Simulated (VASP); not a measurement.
# MnO2 (Pnnm) in VASP: single point with PBE+U

Aim: the single point of MnO2 with PBE+U.

All numbers are computed with VASP 6.6.1; they aren't measurements. Logs are shortened: lines on timing, memory, paths and dates and some standing lists are left out, and cuts for length are marked.

### Step 1. The cell of the first run

It takes space group Pnnm (No. 58, orthorhombic). Conventional cell: a = 4.331 Å, b = 4.462 Å, c = 2.862 Å, α = 90.00°, β = 90.00°, γ = 90.00°. Mn (site symmetry 2/m) has 6 O at 1.88 to 1.90 Å within 2.5 Å. O (site symmetry m) has 3 Mn at 1.88 to 1.90 Å and 1 O at 2.44 Å within 2.5 Å.

### Step 2. Single point, PBE+U, collinear spin, ferromagnetic start

File INCAR:

```
SYSTEM = MnO2
  PREC = Accurate
  ENCUT = 520
  EDIFF = 1E-7
  ISMEAR = 0
  SIGMA = 0.05
  LREAL = .FALSE.
  LASPH = .TRUE.
  NELM = 150
  ALGO = Normal
  ISIF = 2
  LWAVE = .FALSE.
  LCHARG = .FALSE.
  ISPIN = 2
  MAGMOM = 4 4 0 0 0 0
  LORBIT = 11
  LMAXMIX = 4
  LDAU = .TRUE.
  LDAUTYPE = 2
  LDAUL = 2 -1
  LDAUU = 3.9 0
  LDAUJ = 0 0
  LDAUPRINT = 1
  GGA = PE
  NBANDS = 38
```

File KPOINTS:

```
Automatic mesh
0
G
  6 6 10
  0 0 0
```

File POSCAR:

```
MnO2
1.0
    4.3305759700      0.0000000000      0.0000000000
    0.0000000000      4.4623126700      0.0000000000
    0.0000000000      0.0000000000      2.8624768000
Mn O
2 4
Direct
    0.0000000000      0.0000000000      0.0000000000
    0.5000000000      0.5000000000      0.5000000000
    0.7860076400      0.1770373300      0.5000000000
    0.7139923600      0.6770373300      0.0000000000
    0.2860076400      0.3229626700      0.0000000000
    0.2139923600      0.8229626700      0.5000000000
```

Potentials or basis: VASP PAW PBE potentials, release 64 (Mn_pv, O).

The run is started by

```sh
$ cat potpaw_PBE.64/Mn_pv/POTCAR potpaw_PBE.64/O/POTCAR > POTCAR
$ mpirun -np 1 vasp_std > vasp.out
```

OUTCAR:

```text
SYSTEM = MnO2
   PREC = Accurate
   ENCUT = 520
   EDIFF = 1E-7
   ISMEAR = 0
   LREAL = .FALSE.
   LASPH = .TRUE.
   NELM = 150
   ISIF = 2
   ISPIN = 2
   LORBIT = 11
   GGA = PE

 ion  position               nearest neighbor table
   1  0.000  0.000  0.000-   3 1.88   6 1.88   3 1.88   6 1.88   5 1.90   4 1.90
   2  0.500  0.500  0.500-   4 1.88   5 1.88   4 1.88   5 1.88   3 1.90   6 1.90
   3  0.786  0.177  0.500-   1 1.88   1 1.88   2 1.90
   4  0.714  0.677  0.000-   2 1.88   2 1.88   1 1.90
   5  0.286  0.323  0.000-   2 1.88   2 1.88   1 1.90
   6  0.214  0.823  0.500-   1 1.88   1 1.88   2 1.90

  LATTYP: Found a simple orthorhombic cell.
 ALAT       =     2.8624768000
 B/A-ratio  =     1.5128772293
 C/A-ratio  =     1.5588991568

  Lattice vectors:

 A1 = (   0.0000000000,   0.0000000000,   2.8624768000)
 A2 = (   4.3305759700,   0.0000000000,   0.0000000000)
 A3 = (   0.0000000000,   4.4623126700,   0.0000000000)

Analysis of symmetry for initial positions (statically):
=====================================================================
 Subroutine PRICEL returns:
 Original cell was already a primitive cell.

 Routine SETGRP: Setting up the symmetry group for a
 simple orthorhombic supercell.

 Subroutine GETGRP returns: Found  8 space group operations
 (whereof  4 operations were pure point group operations)
 out of a pool of  8 trial point group operations.

The static configuration has the point symmetry C_2h.
 The point group associated with its full space group is D_2h.

Analysis of symmetry for dynamics (positions and initial velocities):
=====================================================================
 Subroutine PRICEL returns:
 Original cell was already a primitive cell.

 Routine SETGRP: Setting up the symmetry group for a
 simple orthorhombic supercell.

 Subroutine GETGRP returns: Found  8 space group operations
 (whereof  4 operations were pure point group operations)
 out of a pool of  8 trial point group operations.

The dynamic configuration has the point symmetry C_2h.
 The point group associated with its full space group is D_2h.

Analysis of structural, dynamic, and magnetic symmetry:
=====================================================================
 Subroutine PRICEL returns:
 Original cell was already a primitive cell.

 Routine SETGRP: Setting up the symmetry group for a
 simple orthorhombic supercell.

 Subroutine GETGRP returns: Found  8 space group operations
 (whereof  4 operations were pure point group operations)
 out of a pool of  8 trial point group operations.

The overall configuration has the point symmetry C_2h.
 The point group associated with its full space group is D_2h.

 Subroutine INISYM returns: Found  8 space group operations
 (whereof  4 operations are pure point group operations),
 and found     1 'primitive' translations

----------------------------------------------------------------------------------------

                                     Primitive cell

  volume of cell :      55.3156

  direct lattice vectors                    reciprocal lattice vectors
     4.330575970  0.000000000  0.000000000     0.230916166  0.000000000  0.000000000
     0.000000000  4.462312670  0.000000000     0.000000000  0.224099043  0.000000000
     0.000000000  0.000000000  2.862476800     0.000000000  0.000000000  0.349347810

  length of vectors
[... 157 lines left out ...]
  o =  0.3082  v =  0.0000  0.0000  0.0000  0.0000  0.0000 -0.8333 -0.0000  0.5447  0.0000  0.0948      0.0000  0.0000  0.0000  0.0000  0.0000  0.0000  0.0000  0.0000  0.0000  0.0000
  o =  0.3429  v =  0.0000  0.0000  0.0000  0.0000  0.0000 -0.0000  0.6690  0.0000 -0.7433  0.0000      0.0000  0.0000  0.0000  0.0000  0.0000  0.0000  0.0000  0.0000  0.0000  0.0000
  o =  0.5128  v =  0.0000 -0.6900 -0.0000  0.7238 -0.0000  0.0000  0.0000  0.0000  0.0000  0.0000      0.0000  0.0000  0.0000  0.0000  0.0000  0.0000  0.0000  0.0000  0.0000  0.0000
  o =  0.5214  v =  0.8581  0.0000 -0.5080 -0.0000 -0.0746  0.0000  0.0000  0.0000  0.0000  0.0000      0.0000  0.0000  0.0000  0.0000  0.0000  0.0000  0.0000  0.0000  0.0000  0.0000
  o =  0.9548  v = -0.5126 -0.0000 -0.8560 -0.0000 -0.0668  0.0000  0.0000  0.0000  0.0000  0.0000      0.0000  0.0000  0.0000  0.0000  0.0000  0.0000  0.0000  0.0000  0.0000  0.0000
  o =  0.9634  v =  0.0000 -0.7238  0.0000 -0.6900 -0.0000  0.0000  0.0000  0.0000  0.0000  0.0000      0.0000  0.0000  0.0000  0.0000  0.0000  0.0000  0.0000  0.0000  0.0000  0.0000
  o =  0.9718  v =  0.0299 -0.0000 -0.0956 -0.0000  0.9950  0.0000  0.0000  0.0000  0.0000  0.0000      0.0000  0.0000  0.0000  0.0000  0.0000  0.0000  0.0000  0.0000  0.0000  0.0000

atom =   2  type =  1  l = 2

 onsite density matrix

spin component  1

  0.6357  0.0000 -0.1889  0.0000 -0.0283
  0.0000  0.7489  0.0000 -0.2251  0.0000
 -0.1889  0.0000  0.8431  0.0000 -0.0181
  0.0000 -0.2251  0.0000  0.7273  0.0000
 -0.0283  0.0000 -0.0181  0.0000  0.9692

spin component  2

  0.2358  0.0000  0.1081  0.0000  0.0155
  0.0000  0.2133  0.0000  0.1166  0.0000
  0.1081  0.0000  0.1411  0.0000  0.0099
  0.0000  0.1166  0.0000  0.2379  0.0000
  0.0155  0.0000  0.0099  0.0000  0.1157

 occupancies and eigenvectors

  o =  0.0704  v =  0.0000  0.0000  0.0000  0.0000  0.0000 -0.5475  0.0000  0.8368 -0.0000  0.0043      0.0000  0.0000  0.0000  0.0000  0.0000  0.0000  0.0000  0.0000  0.0000  0.0000
  o =  0.1083  v =  0.0000  0.0000  0.0000  0.0000  0.0000 -0.0000 -0.7433  0.0000  0.6690 -0.0000      0.0000  0.0000  0.0000  0.0000  0.0000  0.0000  0.0000  0.0000  0.0000  0.0000
  o =  0.1139  v =  0.0000  0.0000  0.0000  0.0000  0.0000 -0.0770 -0.0000 -0.0555  0.0000  0.9955      0.0000  0.0000  0.0000  0.0000  0.0000  0.0000  0.0000  0.0000  0.0000  0.0000
  o =  0.3082  v =  0.0000  0.0000  0.0000  0.0000  0.0000 -0.8333 -0.0000 -0.5447 -0.0000 -0.0948      0.0000  0.0000  0.0000  0.0000  0.0000  0.0000  0.0000  0.0000  0.0000  0.0000
  o =  0.3429  v =  0.0000  0.0000  0.0000  0.0000  0.0000  0.0000 -0.6690  0.0000 -0.7433  0.0000      0.0000  0.0000  0.0000  0.0000  0.0000  0.0000  0.0000  0.0000  0.0000  0.0000
  o =  0.5128  v = -0.0000  0.6900 -0.0000  0.7238 -0.0000  0.0000  0.0000  0.0000  0.0000  0.0000      0.0000  0.0000  0.0000  0.0000  0.0000  0.0000  0.0000  0.0000  0.0000  0.0000
  o =  0.5214  v =  0.8581  0.0000  0.5080  0.0000  0.0746  0.0000  0.0000  0.0000  0.0000  0.0000      0.0000  0.0000  0.0000  0.0000  0.0000  0.0000  0.0000  0.0000  0.0000  0.0000
  o =  0.9548  v = -0.5126  0.0000  0.8560 -0.0000  0.0668  0.0000  0.0000  0.0000  0.0000  0.0000      0.0000  0.0000  0.0000  0.0000  0.0000  0.0000  0.0000  0.0000  0.0000  0.0000
  o =  0.9634  v =  0.0000  0.7238  0.0000 -0.6900 -0.0000  0.0000  0.0000  0.0000  0.0000  0.0000      0.0000  0.0000  0.0000  0.0000  0.0000  0.0000  0.0000  0.0000  0.0000  0.0000
  o =  0.9718  v = -0.0299  0.0000 -0.0956 -0.0000  0.9950  0.0000  0.0000  0.0000  0.0000  0.0000      0.0000  0.0000  0.0000  0.0000  0.0000  0.0000  0.0000  0.0000  0.0000  0.0000

 number of electron      50.0000042 magnetization       6.0055092

 Free energy of the ion-electron system (eV)
  ---------------------------------------------------
  ext. energy  EPLUGINS =         0.00000000
  ---------------------------------------------------
  free energy    TOTEN  =       -42.26643502 eV

  energy without entropy =      -42.26632084  energy(sigma->0) =      -42.26637793

 E-fermi :   5.0701     XC(G=0): -12.0461

 val. band max:        5.0258248977   @ k =   0.1667   0.0000   0.0000
 cond. band min:       5.0798476670   @ k =   0.0000   0.0000   0.0000
 fundamental gap:      0.0540227693
 Fermi energy:         5.0701226320

 spin component 1

 k-point     1 :       0.0000    0.0000    0.0000
  band No.  band energies     occupation
      1     -45.7362      1.00000
      2     -45.7288      1.00000
      3     -45.7156      1.00000
      4     -45.7026      1.00000
      5     -45.6602      1.00000
      6     -45.6487      1.00000
[... 1913 lines left out ...]
     36      18.6710      0.00000
     37      21.6854      0.00000

 [... further k-points ...]

 [bands above 37 left out]

------------------------ aborting loop because EDIFF is reached ----------------------------------------

  FORCE on cell =-STRESS in cart. coord.  units (eV):
  Direction    XX          YY          ZZ          XY          YZ          ZX
  --------------------------------------------------------------------------------------
  -------------------------------------------------------------------------------------
  Total        3.7380770      3.6670535      5.4270897      0.0000000      0.0000000      0.0000000
  in kB      108.2707601    106.2136172    157.1918213      0.0000000      0.0000000      0.0000000
  external PRESSURE =     123.8920662 kB  Pullay stress =       0.0000000 kB

 VOLUME and BASIS-vectors are now :
 -----------------------------------------------------------------------------
  energy-cutoff  :      520.00
  volume of cell :       55.32
      direct lattice vectors                 reciprocal lattice vectors
     4.330575970  0.000000000  0.000000000     0.230916166  0.000000000  0.000000000
     0.000000000  4.462312670  0.000000000     0.000000000  0.224099043  0.000000000
     0.000000000  0.000000000  2.862476800     0.000000000  0.000000000  0.349347810

 POSITION                                       TOTAL-FORCE (eV/Angst)
 -----------------------------------------------------------------------------------
      0.00000      0.00000      0.00000        -0.000000      0.000000      0.000000
      2.16529      2.23116      1.43124        -0.000000      0.000000      0.000000
      3.40387      0.79000      1.43124        -0.133417      0.008887      0.000000
      3.09200      3.02115      0.00000         0.133417      0.008887      0.000000
      1.23858      1.44116      0.00000        -0.133417     -0.008887      0.000000
      0.92671      3.67232      1.43124         0.133417     -0.008887      0.000000
 -----------------------------------------------------------------------------------
    total drift:                                0.000000     -0.000000     -0.000000

  FREE ENERGIE OF THE ION-ELECTRON SYSTEM (eV)
  ---------------------------------------------------
  free  energy   TOTEN  =       -42.2664350169 eV

  energy  without entropy=      -42.2663208361  energy(sigma->0) =      -42.26637793

 total charge

# of ion       s       p       d       tot
------------------------------------------
    1        0.360   6.480   4.835  11.675
    2        0.360   6.480   4.835  11.675
    3        1.569   3.485   0.000   5.054
    4        1.569   3.485   0.000   5.054
    5        1.569   3.485   0.000   5.054
    6        1.569   3.485   0.000   5.054
--------------------------------------------------
tot          6.997  26.899   9.669  43.566

 magnetization (x)

# of ion       s       p       d       tot
------------------------------------------
    1        0.019   0.031   2.978   3.029
    2        0.019   0.031   2.978   3.029
    3       -0.002  -0.039   0.000  -0.041
    4       -0.002  -0.039   0.000  -0.041
    5       -0.002  -0.039   0.000  -0.041
    6       -0.002  -0.039   0.000  -0.041
--------------------------------------------------
tot          0.032  -0.095   5.956   5.893
```

Wall time 3.1 min (1 thread of Intel Xeon Platinum 8488C (Sapphire Rapids), shared host); peak memory 0.38 GiB.

Results:

```
Free energy                                           : -42.2664 eV
Pressure                                              : 12.4 GPa
Largest force                                         : 0.134 eV/Å
Band gap on the k mesh                                : zero (filled and empty bands overlap)
Net moment                                            : 6.01 μB per cell
Site moments                                          : Mn +3.03; O -0.04 μB
Valence electrons inside the program's atomic spheres : Mn 11.68; O 5.05
```

Forces on the atoms (eV/Å):
```
Mn   0.000  0.000  0.000
Mn   0.000  0.000  0.000
O   -0.133  0.009  0.000
O    0.133  0.009  0.000
O   -0.133 -0.009  0.000
O    0.133 -0.009  0.000
```

Stress tensor (GPa, compression positive):
```
10.83  0.00  0.00
 0.00 10.62  0.00
 0.00  0.00 15.72
```

Eigenvalues of the final occupation matrices:
```
    site  spin  trace               eigenvalues
site 1 d     1   3.92  0.51 0.52 0.95 0.96 0.97
site 1 d     2   0.94  0.07 0.11 0.11 0.31 0.34
site 2 d     1   3.92  0.51 0.52 0.95 0.96 0.97
site 2 d     2   0.94  0.07 0.11 0.11 0.31 0.34
```

Caveat: the cell stands under pressure; only a ferromagnetic start was run, and an antiferromagnetic order may lie lower in energy. The state reached can hang on the start; a lower one may exist.
